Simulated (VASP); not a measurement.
Here is a VASP 6.6.1 calculation.

Contents of INCAR:

```
SYSTEM = Li2Se
PREC = Accurate
ENCUT = 750
EDIFF = 1E-6
ISMEAR = 0
SIGMA = 0.05
LREAL = .FALSE.
LASPH = .TRUE.
NELM = 120
ALGO = Normal
ISIF = 2
LWAVE = .FALSE.
LCHARG = .TRUE.
GGA = PE
IVDW = 12
LELF = .TRUE.
LVHAR = .TRUE.
NBANDS = 13
GGA_COMPAT = .FALSE.
```

The input KPOINTS:

```
Automatic mesh
0
G
  8 8 8
  0 0 0
```

POSCAR

```
Li2Se
1.0
    0.0000000000      2.9764681679      2.9764681679
    2.9764681679      0.0000000000      2.9764681679
    2.9764681679      2.9764681679      0.0000000000
Li Se
2 1
Direct
    0.2500000000      0.2500000000      0.2500000000
    0.7500000000      0.7500000000      0.7500000000
    0.0000000000      0.0000000000      0.0000000000
```

Potentials or basis: VASP PAW PBE potentials, release 64 (Li_sv, Se).

The run is started by

```sh
$ cat potpaw_PBE.64/Li_sv/POTCAR potpaw_PBE.64/Se/POTCAR > POTCAR
$ mpirun -np 1 vasp_std > vasp.out
```

(1) Estimate the pressure.

(2) Predict the dispersion energy per atom.

(3) Predict the band gap on the k mesh.

## Answers

(1) -1.8 GPa.

(2) -0.269 eV.

(3) 2.95 eV, indirect (least direct gap 3.49 eV).

Caveat: three body term missing.
